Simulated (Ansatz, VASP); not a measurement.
One calculation of KZnF3, two programs

```
K Zn F
1.0
     4.67538    0.00000    0.00000
     0.00000    4.67538    0.00000
     0.00000    0.00000    3.03900
K Zn F
1 1 3
Direct
  0.00000 0.00000 0.00000
  0.50000 0.50000 0.50000
  0.50000 0.50000 0.00000
  0.00000 0.50000 0.50000
  0.50000 0.00000 0.50000
```

Alike in both runs: task single point; functional LDA; k mesh 6 × 6 × 6; occupations gaussian, width 0.05 eV; no spin polarisation.

```csv
,VASP,Ansatz
version,VASP 6.6.1,Ansatz 0.2.0
potentials or method,"VASP PAW LDA potentials, release 64 (K_sv, Zn, F), cutoff 520 eV","scalar-relativistic, plane waves, PAW"
valence electrons in the cell,42,42
```

|  | VASP | Ansatz | Ansatz less VASP |
| --- | --- | --- | --- |
| gap on the k mesh at the Fermi level (eV) | 3.83 | 3.85 | +0.027 |
| least direct gap on the mesh (eV) | 5.03 | 5.05 | +0.014 |
| pressure (GPa) | 23.7 | 22.4 | -1.27 |
| traceless stress, the component that is largest in VASP (GPa) | 66.45 | 64.07 | -2.389 |

LDA's correlation is that of Perdew and Zunger in VASP and of Perdew and Wang (1992) in Ansatz.
